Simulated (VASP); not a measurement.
The system is Mg2C.

```
CELL_PARAMETERS angstrom
4.13476 -2.34475 0.00000
4.13476 2.34475 0.00000
0.00000 0.00000 4.56666
ATOMIC_POSITIONS crystal
Mg 0.89000 0.45000 0.25000
Mg 0.55000 0.11000 0.25000
Mg 0.45000 0.89000 0.75000
Mg 0.11000 0.55000 0.75000
C 0.78000 0.22000 0.75000
C 0.22000 0.78000 0.25000
```

* Program: VASP 6.6.1
* Task: relaxation of cell and atoms
* Functional: PBE
* Potentials or basis: VASP PAW PBE potentials, release 64 (Mg, C)
* Cutoff: 600 eV
* k mesh: 4 × 4 × 4
* Occupations: gaussian, width 0.1 eV
* Spin: no spin polarisation

At the start: pressure -0.4 GPa; volume 14.76 Å³/atom.

Where does the relaxation end?

Over 28 steps the energy falls by 490.9 meV/atom and the volume is 14.80 Å³/atom (+0.3 %); space group Cmcm (No. 63, to 0.1 Å) before, Fmmm (No. 69, to 0.1 Å).

The path:
```csv
step,energy change (eV),largest force (eV/Å),pressure (GPa),volume (Å³)
1,0.0000,2.3116,-0.41,88.55
2,-0.7515,0.5366,-2.20,87.97
3,-0.7615,0.3369,-2.28,87.89
4,-0.8764,0.3052,-0.28,85.14
5,-1.0727,0.2744,8.00,77.12
6,-1.1020,0.2724,8.40,76.85
7,-1.1823,0.2658,9.70,76.01
8,-1.2892,0.2401,12.85,74.29
9,-1.2820,0.6387,21.44,70.63
10,-1.3797,0.6706,21.34,70.84
11,-1.6013,0.9704,21.33,71.36
12,-1.5889,1.4741,23.12,71.88
13,-1.9827,1.1733,17.50,74.62
14,-2.5772,0.7686,4.84,83.17
15,-2.6172,0.7576,1.97,85.86
16,-2.6185,0.7595,1.50,86.35
17,-2.6804,0.6442,1.14,86.68
18,-2.8087,0.5133,0.21,87.63
19,-2.8278,0.4923,-0.98,89.43
20,-2.8566,0.5238,-0.61,88.70
21,-2.8861,0.4020,-0.47,88.46
22,-2.9310,0.0600,0.22,87.68
23,-2.9327,0.0579,0.42,87.49
24,-2.9378,0.0528,0.15,87.93
25,-2.9412,0.1370,-0.36,88.87
26,-2.9442,0.0959,0.00,88.72
27,-2.9442,0.0906,0.05,88.70
28,-2.9451,0.0368,-0.09,88.79
```

Final structure:
```
CELL_PARAMETERS angstrom
5.46771 -1.85277 0.00000
5.46771 1.85277 0.00000
0.00000 0.00000 4.38243
ATOMIC_POSITIONS crystal
Mg 0.87241 0.37466 0.25000
Mg 0.62534 0.12759 0.25000
Mg 0.37466 0.87241 0.75000
Mg 0.12759 0.62534 0.75000
C 0.75217 0.24783 0.75000
C 0.24783 0.75217 0.25000
```

Caveat: the k points lie up to 0.45 Å⁻¹ apart in the final cell, too coarse for converged energies and pressures of a metal; a cell axis changed by over 15 % at a fixed basis, so the end point is rough.
